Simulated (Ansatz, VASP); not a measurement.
Two plane-wave programs on Ta

INCAR

```
PREC = Accurate ; ENCUT = 520
EDIFF = 1E-7 ; ISMEAR = 0
SIGMA = 0.1 ; LREAL = F
LASPH = T ; NELM = 100
ALGO = Normal ; ISIF = 2
LWAVE = F ; LCHARG = F
GGA = PE ; NBANDS = 12
```

Contents of KPOINTS:

```
Automatic mesh
0
Gamma
  18 18 18
```

POSCAR

```
Ta
1.0
   -1.6919402375      1.6919402375      1.6919402375
    1.6919402375     -1.6919402375      1.6919402375
    1.6919402375      1.6919402375     -1.6919402375
Ta
1
Direct
    0.0000000000      0.0000000000      0.0000000000
```

Input for Ansatz:

```yaml
crystal:
  lattice:
    - [-1.6919402375, 1.6919402375, 1.6919402375]
    - [1.6919402375, -1.6919402375, 1.6919402375]
    - [1.6919402375, 1.6919402375, -1.6919402375]
  atoms:
    - { symbol: Ta, position: [0.0, 0.0, 0.0] }
basis:
  ecutwfc: 420
kpoints:
  mp_grid: { grid: [18, 18, 18] }
hamiltonian:
  xc: pbe
scf:
  occupations: { method: gaussian, width: 0.1 }
output:
  forces: true
  stress: true
  eigenvalues: true
  write_density: true
  write_potential: true
  elf: true
  volumetric_format: npy
```

Alike in both runs: task single point; functional PBE; k mesh 18 × 18 × 18; occupations gaussian, width 0.1 eV; no spin polarisation.

|  | VASP | Ansatz |
| --- | --- | --- |
| version | VASP 6.6.1 | Ansatz 0.2.0 |
| potentials or method | VASP PAW PBE potentials, release 64 (Ta_pv), cutoff 520 eV | scalar-relativistic, plane waves, PAW |
| valence electrons in the cell | 11 | 13 |

|  | VASP | Ansatz | Ansatz less VASP |
| --- | --- | --- | --- |
| gap on the k mesh at the Fermi level (eV) | none | none | - |
| pressure (GPa) | -10.1 | -10.1 | -0.03 |

A gap of «none» marks a metal or a gap that the smearing closes. VASP's potentials hold 11 valence electrons a cell and Ansatz's 13, so a difference there can come from the potentials and not from the codes.

Neither program's run includes spin-orbit coupling.
